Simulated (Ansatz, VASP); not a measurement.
**One calculation of Ba2ZrO3, two programs**

File INCAR:

```
SYSTEM = Ba2ZrO3
ALGO     = Normal         ! electronic algorithm
EDIFF    = 1E-6           ! SCF threshold, eV
ENCUT    = 520            ! plane-wave cutoff, eV
GGA      = PE             ! functional
ISIF     = 2              ! what is computed and relaxed
ISMEAR   = 0              ! smearing method
ISPIN    = 2              ! spin polarisation
LASPH    = .True.         ! aspherical terms in the spheres
LCHARG   = .False.        ! write CHGCAR
LMAXMIX  = 4              ! l up to which the mixer works
LORBIT   = 11             ! projections on sites
LREAL    = .False.        ! projectors in reciprocal space
LWAVE    = .False.        ! write WAVECAR
MAGMOM   = 0 0 1 0 0 0    ! initial moments
NBANDS   = 38             ! bands
NELM     = 150            ! most SCF steps
PREC     = Accurate       ! precision mode
SIGMA    = 0.1            ! smearing width, eV
```

The input KPOINTS:

```
k-points
0
Gamma
  6 6 4
  0 0 0
```

File POSCAR:

```
Ba2ZrO3
1.0
    5.5929791000      0.0000000000      0.0000000000
   -2.7964895500      4.8436619800      0.0000000000
    0.0000000000      0.0000000000      4.5934974100
Ba Zr O
2 1 3
Direct
    0.6666666700      0.3333333300      0.0000000000
    0.3333333300      0.6666666700      0.0000000000
    0.0000000000      0.0000000000      0.0000000000
    0.0000000000      0.5000000000      0.5000000000
    0.5000000000      0.5000000000      0.5000000000
    0.5000000000      0.0000000000      0.5000000000
```

Input for Ansatz:

```yaml
crystal:
  lattice:
    - [5.5929791, 0.0, 0.0]
    - [-2.79648955, 4.84366198, 0.0]
    - [0.0, 0.0, 4.59349741]
  atoms:
    - { symbol: Ba, position: [0.66666667, 0.33333333, 0.0] }
    - { symbol: Ba, position: [0.33333333, 0.66666667, 0.0] }
    - { symbol: Zr, position: [0.0, 0.0, 0.0], spin: 1.0 }
    - { symbol: O, position: [0.0, 0.5, 0.5] }
    - { symbol: O, position: [0.5, 0.5, 0.5] }
    - { symbol: O, position: [0.5, 0.0, 0.5] }
basis:
  ecutwfc: 420
kpoints:
  mp_grid: { grid: [6, 6, 4] }
hamiltonian:
  xc: pbe
scf:
  occupations: { method: gaussian, width: 0.1 }
  lower_state_search: "off"
output:
  forces: true
  stress: true
  eigenvalues: true
  populations: true
magnetization:
  spin_polarized: true
```

Change from the starting cell: species swapped into the LaCo3Ni2 type (P6/mmm, No. 191).

Alike in both runs: task single point; functional PBE; k mesh 6 × 6 × 4; occupations gaussian, width 0.1 eV; collinear spin.

```csv
,VASP,Ansatz
version,VASP 6.6.1,Ansatz 0.2.0
potentials or method,"VASP PAW PBE potentials, release 64 (Ba_sv, Zr_sv, O), cutoff 520 eV","scalar-relativistic, plane waves, PAW"
valence electrons in the cell,50,50
```

|  | VASP | Ansatz | Ansatz less VASP |
| --- | --- | --- | --- |
| gap on the k mesh at the Fermi level (eV) | none | none | - |
| pressure (GPa) | 1.9 | 0.6 | -1.27 |
| traceless stress, the component that is largest in VASP (GPa) | -29.55 | -28.03 | +1.519 |
| net moment per atom (μB) | 0.45 | 0.24 | -0.208 |
| size of the moment on the site where the two differ most (μB) | 0.05 | 0.57 | +0.523 |

The net moments are unlike, so the other rows may belong to different states. Site moments also hang on the region over which each program counts them. A gap of «none» marks a metal or a gap that the smearing closes.

Neither program's run includes spin-orbit coupling.
